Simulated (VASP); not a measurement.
# C (Cmme) in VASP: further runs

Runs on C. Level: PBEsol. Tasks: single point.

Program: VASP 6.6.1. These are calculated values, not measurements. Logs are shortened: lines on timing, memory, paths and dates and some standing lists are left out, and cuts for length are marked.

### Step 1. The cell of the first run

The typed cell holds 4 atoms: a = 2.545 Å, b = 2.545 Å, c = 7.378 Å, α = 90.00°, β = 90.00°, γ = 122.23°.

### Step 2. Single point, PBEsol (normal strain along x +0.0000, normal strain along y +0.0467)

INCAR reads:

```
PREC = Accurate ; ENCUT = 520
EDIFF = 1E-6 ; ISMEAR = 0
SIGMA = 0.15 ; LREAL = F
LASPH = T ; NELM = 80
ALGO = Normal ; ISIF = 2
LWAVE = F ; LCHARG = F
GGA = PS ; NBANDS = 16
```

KPOINTS reads:

```
regular mesh
0
Gamma
  18 18 6
```

POSCAR reads:

```
C
1.0
    1.2294746187     -2.2285132197      0.0000000000
    1.2294746187      2.2285132197      0.0000000000
    0.0000000000      0.0000000000      7.3778182888
C
4
Direct
    0.0833216498      0.9166783502      0.7498439858
    0.5833216498      0.4166783502      0.2501560142
    0.9166783502      0.0833216498      0.2501560142
    0.4166783502      0.5833216498      0.7498439858
```

Potentials or basis: VASP PAW PBE potentials, release 64 (C).

The run is started by

```
$ cat potpaw_PBE.64/C/POTCAR > POTCAR
$ mpirun -np 1 vasp_std > vasp.out
```

OUTCAR:

```text
PREC = Accurate
   ENCUT = 520
   EDIFF = 1E-6
   ISMEAR = 0
   LREAL = F
   LASPH = T
   NELM = 80
   ISIF = 2
   GGA = PS

 ion  position               nearest neighbor table
   1  0.083  0.917  0.750-   4 1.44   4 1.44   4 1.49
   2  0.583  0.417  0.250-   3 1.44   3 1.44   3 1.49
   3  0.917  0.083  0.250-   2 1.44   2 1.44   2 1.49
   4  0.417  0.583  0.750-   1 1.44   1 1.44   1 1.49

  LATTYP: Found a base centered orthorhombic cell.
 ALAT       =     2.4589492374
 B/A-ratio  =     1.8125735870
 C/A-ratio  =     3.0003947119

  Lattice vectors:

 A1 = (   1.2294746187,  -2.2285132197,   0.0000000000)
 A2 = (   1.2294746187,   2.2285132197,   0.0000000000)
 A3 = (   0.0000000000,   0.0000000000,   7.3778182888)

Analysis of symmetry for initial positions (statically):
=====================================================================
 Subroutine PRICEL returns:
 Original cell was already a primitive cell.

 Routine SETGRP: Setting up the symmetry group for a
 base centered orthorhombic supercell.

 Subroutine GETGRP returns: Found  8 space group operations
 (whereof  4 operations were pure point group operations)
 out of a pool of  8 trial point group operations.

The static configuration has the point symmetry C_2h.
 The point group associated with its full space group is D_2h.

Analysis of symmetry for dynamics (positions and initial velocities):
=====================================================================
 Subroutine PRICEL returns:
 Original cell was already a primitive cell.

 Routine SETGRP: Setting up the symmetry group for a
 base centered orthorhombic supercell.

 Subroutine GETGRP returns: Found  8 space group operations
 (whereof  4 operations were pure point group operations)
 out of a pool of  8 trial point group operations.

The dynamic configuration has the point symmetry C_2h.
 The point group associated with its full space group is D_2h.

 Subroutine INISYM returns: Found  8 space group operations
 (whereof  4 operations are pure point group operations),
 and found     1 'primitive' translations

----------------------------------------------------------------------------------------

                                     Primitive cell

  volume of cell :      40.4290

  direct lattice vectors                    reciprocal lattice vectors
     1.229474619 -2.228513220  0.000000000     0.406677773 -0.224364835  0.000000000
     1.229474619  2.228513220  0.000000000     0.406677773  0.224364835  0.000000000
     0.000000000  0.000000000  7.377818289     0.000000000  0.000000000  0.135541424

  length of vectors
     2.545167776  2.545167776  7.377818289     0.464463551  0.464463551  0.135541424

  position of ions in fractional coordinates (direct lattice)
     0.083321650  0.916678350  0.749843986
     0.583321650  0.416678350  0.250156014
     0.916678350  0.083321650  0.250156014
     0.416678350  0.583321650  0.749843986

  ion indices of the primitive-cell ions
   primitive index   ion index
                 1           1
                 2           2
                 3           3
                 4           4

----------------------------------------------------------------------------------------

 KPOINTS: regular mesh

Automatic generation of k-mesh.
 Grid dimensions read from file:
 generate k-points for:   18   18    6

 Generating k-lattice:

  Cartesian coordinates                     Fractional coordinates (reciprocal lattice)
     0.022593210 -0.012464713  0.000000000     0.055555556  0.000000000  0.000000000
     0.022593210  0.012464713  0.000000000     0.000000000  0.055555556  0.000000000
     0.000000000  0.000000000  0.022590237     0.000000000  0.000000000  0.166666667

  Length of vectors
     0.025803531  0.025803531  0.022590237

  Shift w.r.t. Gamma in fractional coordinates (k-lattice)
     0.000000000  0.000000000  0.000000000

 Subroutine IBZKPT returns following result:
 ===========================================

 Found    364 irreducible k-points:

 Following reciprocal coordinates:
            Coordinates               Weight
  0.000000  0.000000  0.000000      1.000000
  0.055556 -0.000000  0.000000      4.000000
  0.111111 -0.000000  0.000000      4.000000
  0.166667  0.000000  0.000000      4.000000
  0.222222  0.000000  0.000000      4.000000
  0.277778  0.000000  0.000000      4.000000
[... 16 lines left out ...]
 -0.277778  0.055556  0.000000      4.000000
 -0.222222  0.055556  0.000000      4.000000
 [... further k-points ...]
   k-points           NKPTS =    364   k-points in BZ     NKDIM =    364   number of bands    NBANDS=     16
   number of dos      NEDOS =    301   number of ions     NIONS =      4
   total plane-waves  NPLWV =  22400
   dimension x,y,z NGX =    20 NGY =   20 NGZ =   56
   dimension x,y,z NGXF=    40 NGYF=   40 NGZF=  112
   ions per type =               4
   NGX,Y,Z   is equivalent  to a cutoff of  13.06, 13.06, 12.62 a.u.
   NGXF,Y,Z  is equivalent  to a cutoff of  26.13, 26.13, 25.24 a.u.
 SYSTEM =  unknown system
   PREC   = accura    normal or accurate (medium, high low for compatibility)
   ISTART =      0    job   : 0-new  1-cont  2-samecut
   ICHARG =      2    charge: 1-file 2-atom 10-const
   ISPIN  =      1    spin polarized calculation?
   LNONCOLLINEAR =      F non collinear calculations
   LSORBIT =      F    spin-orbit coupling
   LASPH  =      T    aspherical Exc in radial PAW
   ENCUT  =  520.0 eV  38.22 Ry    6.18 a.u.   4.73  4.73 13.72*2*pi/ulx,y,z
   NELM   =     80;   NELMIN=  2; NELMDL= -5     # of ELM steps
   EDIFF  = 0.1E-05   stopping-criterion for ELM
   LREAL  =      F    real-space projection
   EDIFFG = 0.1E-04   stopping-criterion for IOM
   NSW    =      0    number of steps for IOM
   IBRION =     -1    ionic relax: 0-MD 1-quasi-New 2-CG
   NFREE  =      0    steps in history (QN), initial steepest desc. (CG)
   ISIF   =      2    stress and relaxation
   ISYM   =      2    0-nonsym 1-usesym 2-fastsym
   POTIM  = 0.5000    time-step for ionic-motion
   TEBEG  =    0.0;   TEEND  =   0.0 temperature during run
   PSTRESS=    0.0 pullay stress
   NELECT =      16.0000    total number of electrons
   NUPDOWN=      -1.0000    fix difference up-down
   EMIN   =  10.00;   EMAX   =-10.00  energy-range for DOS
   EFERMI =   0.00;   METHOD = LEGACY
   ISMEAR =     0;   SIGMA  =   0.15  broadening in eV -4-tet -1-fermi 0-gaus
   EFERMI_NEDOS =   21; number of points for ismear=-14 and -15
   IALGO  =     38    algorithm
   IMIX   =      4    mixing-type and parameters
     AMIX     =   0.40;   BMIX     =  1.00
     AMIX_MAG =   1.60;   BMIX_MAG =  1.00
  volume/ion in A,a.u.               =      10.11        68.21
  Fermi-wavevector in a.u.,A,eV,Ry     =   1.201943  2.271343 19.655891  1.444667
  Thomas-Fermi vector in A             =   2.337738
   LORBIT       =      0    0 simple, 1 ext, 2 COOP (PROOUT), +10 PAW based schemes
   GGA     = PS    functional components
   LHFCALC =     F    Hartree Fock is set to
   AEXX    =    0.0000 exact exchange contribution
   IVDW    =     0    specifies the selected vdW correction
   LEPSILON=     F    determine dielectric tensor
   LRPA    =     F    only Hartree local field effects (RPA)
 non-spin polarized calculation
 Gauss-broadening in eV      SIGMA  =   0.15
  energy-cutoff  :      520.00
  volume of cell :       40.43
 maximum number of plane-waves:      1110
   NGX =  9   NGY =  9   NGZ = 27

 number of electron      16.0000000 magnetization

 Free energy of the ion-electron system (eV)
  ---------------------------------------------------
  ext. energy  EPLUGINS =         0.00000000
  ---------------------------------------------------
  free energy    TOTEN  =       -38.35427214 eV

  energy without entropy =      -38.35356171  energy(sigma->0) =      -38.35391693

 E-fermi :   3.5922     XC(G=0):  -9.7625

 val. band max:        3.5515705508   @ k =   0.3333   0.3333   0.1667
 cond. band min:       3.6093368238   @ k =   0.3333   0.3333   0.0000
 fundamental gap:      0.0577662730
 Fermi energy:         3.5922414632

 k-point     1 :       0.0000    0.0000    0.0000
  band No.  band energies     occupation
      1     -15.6045      2.00000
      2     -15.4571      2.00000
      3      -4.3722      2.00000
      4      -3.1272      2.00000
      5       0.3440      2.00000
      6       0.3538      2.00000
[... 8 lines left out ...]
     15      14.1998      0.00000
     16      14.2235      0.00000

 k-point     2 :       0.0556   -0.0000    0.0000
  band No.  band energies     occupation
      1     -15.5319      2.00000
      2     -15.3854      2.00000
      3      -4.2849      2.00000
      4      -3.0441      2.00000
      5       0.1600      2.00000
      6       0.1668      2.00000
[... 8 lines left out ...]
     15      13.9618      0.00000
     16      14.0037      0.00000

 k-point     3 :       0.1111   -0.0000    0.0000
  band No.  band energies     occupation
      1     -15.3148      2.00000
      2     -15.1703      2.00000
      3      -4.0239      2.00000
      4      -2.7958      2.00000
      5      -0.5388      2.00000
      6      -0.5235      2.00000
[... 8 lines left out ...]
     15      13.2814      0.00000
     16      13.3772      0.00000

 k-point     4 :       0.1667    0.0000    0.0000
  band No.  band energies     occupation
      1     -14.9540      2.00000
      2     -14.8131      2.00000
      3      -3.5918      2.00000
      4      -2.3860      2.00000
      5      -1.6599      2.00000
      6      -1.6322      2.00000
[... 8 lines left out ...]
     15      13.5204      0.00000
     16      13.5260      0.00000
[... 324 lines left out ...]
 k-point    22 :      -0.3333    0.0556    0.0000
  band No.  band energies     occupation
      1     -13.4175      2.00000
      2     -13.2916      2.00000
      3      -5.0483      2.00000
      4      -4.9951      2.00000
      5      -2.4176      2.00000
      6      -2.4007      2.00000
[... 8 lines left out ...]
     15      17.8097      0.00000
     16      18.0245      0.00000

 k-point    23 :      -0.2778    0.0556    0.0000
  band No.  band energies     occupation
      1     -14.1204      2.00000
      2     -13.9875      2.00000
      3      -3.6326      2.00000
      4      -3.5926      2.00000
      5      -2.6038      2.00000
      6      -1.9049      2.00000
[... 8 lines left out ...]
     15      16.1969      0.00000
     16      16.2462      0.00000

 k-point    24 :      -0.2222    0.0556    0.0000
  band No.  band energies     occupation
      1     -14.6869      2.00000
      2     -14.5486      2.00000
      3      -3.2748      2.00000
      4      -2.3020      2.00000
      5      -2.2787      2.00000
      6      -2.0861      2.00000
[... 8 lines left out ...]
     15      14.5863      0.00000
     16      14.6194      0.00000

 [... further k-points ...]

------------------------ aborting loop because EDIFF is reached ----------------------------------------

  FORCE on cell =-STRESS in cart. coord.  units (eV):
  Direction    XX          YY          ZZ          XY          YZ          ZX
  --------------------------------------------------------------------------------------
  -------------------------------------------------------------------------------------
  Total       -1.3712436     -9.8399370      0.0152541      0.0000000      0.0000000      0.0000000
  in kB      -54.3416069   -389.9511174      0.6045121      0.0000000      0.0000000      0.0000000
  external PRESSURE =    -147.8960707 kB  Pullay stress =       0.0000000 kB

 VOLUME and BASIS-vectors are now :
 -----------------------------------------------------------------------------
  energy-cutoff  :      520.00
  volume of cell :       40.43
      direct lattice vectors                 reciprocal lattice vectors
     1.229474619 -2.228513220  0.000000000     0.406677773 -0.224364835  0.000000000
     1.229474619  2.228513220  0.000000000     0.406677773  0.224364835  0.000000000
     0.000000000  0.000000000  7.377818289     0.000000000  0.000000000  0.135541424

 POSITION                                       TOTAL-FORCE (eV/Angst)
 -----------------------------------------------------------------------------------
      1.22947      1.85715      5.53221         0.000000     -0.253905      0.000178
      1.22947     -0.37137      1.84561         0.000000     -0.253905     -0.000178
      1.22947     -1.85715      1.84561         0.000000      0.253905     -0.000178
      1.22947      0.37137      5.53221         0.000000      0.253905      0.000178
 -----------------------------------------------------------------------------------
    total drift:                                0.000000      0.000000     -0.000000

  FREE ENERGIE OF THE ION-ELECTRON SYSTEM (eV)
  ---------------------------------------------------
  free  energy   TOTEN  =       -38.3542721387 eV

  energy  without entropy=      -38.3535617119  energy(sigma->0) =      -38.35391693
```

It took 4.5 min on 1 thread of Intel Xeon 8259CL, shared host; peak memory 0.28 GiB.

Results:

```yaml
Free_energy: -38.3543 eV
Pressure: -14.8 GPa
Largest_force: 0.254 eV/Å
```

Forces in eV/Å, atoms in the order of the input:
```
C    0.000 -0.254  0.000
C    0.000 -0.254  0.000
C    0.000  0.254  0.000
C    0.000  0.254  0.000
```

Caveat: the cell differs from its parent crystal (normal strain along x +0.0000, normal strain along y +0.0467); the stress differs along the axes, from -39 to 0 GPa; this functional lacks dispersion, which binds layers or chains, so the pressure and a relaxed spacing across them are unreliable; the PAW data sets were made with another functional, which shifts forces and pressure a little.

### Step 3. Single point, PBEsol (normal strain along x +0.0233, normal strain along y +0.0467)

INCAR reads:

```
SYSTEM = C
ALGO = Normal ; EDIFF = 1E-7
ENCUT = 520 ; GGA = PS
ISIF = 2 ; ISMEAR = 0
LASPH = .TRUE. ; LCHARG = .FALSE.
LREAL = .FALSE. ; LWAVE = .FALSE.
NBANDS = 16 ; NELM = 100
PREC = Accurate ; SIGMA = 0.15
```

KPOINTS reads:

```
k-points
0
G
  18 18 6
  0 0 0
```

Changes to POSCAR since step 2:

```diff
@@ -2,4 +2,4 @@
 1.0
-    1.2294746187     -2.2285132197      0.0000000000
-    1.2294746187      2.2285132197      0.0000000000
+    1.2581213773     -2.2285132197      0.0000000000
+    1.2581213773      2.2285132197      0.0000000000
     0.0000000000      0.0000000000      7.3778182888
```

Potentials or basis: VASP PAW PBE potentials, release 64 (C).

The run is started by

```
$ cat potpaw_PBE.64/C/POTCAR > POTCAR
$ mpirun -np 1 vasp_std > vasp.out
```

It took 4.8 min on 1 thread of Intel Xeon 8259CL, shared host; peak memory 0.28 GiB.

It converged, with:

| Item | Value |
| --- | --- |
| Free energy | -38.2637 eV |
| Pressure | -22.0 GPa |
| Largest force | 0.086 eV/Å |

Forces in eV/Å, atoms in the order of the input:
```
C    0.000 -0.086  0.000
C    0.000 -0.086  0.000
C    0.000  0.086  0.000
C    0.000  0.086  0.000
```

Stress tensor (GPa, compression positive):
```
-25.10   0.00   0.00
  0.00 -40.81   0.00
  0.00   0.00   0.03
```

Caveat: the cell differs from its parent crystal (normal strain along x +0.0233, normal strain along y +0.0467); the stress differs along the axes, from -41 to 0 GPa; this functional lacks dispersion, which binds layers or chains, so the pressure and a relaxed spacing across them are unreliable; the PAW data sets were made with another functional, which shifts forces and pressure a little.
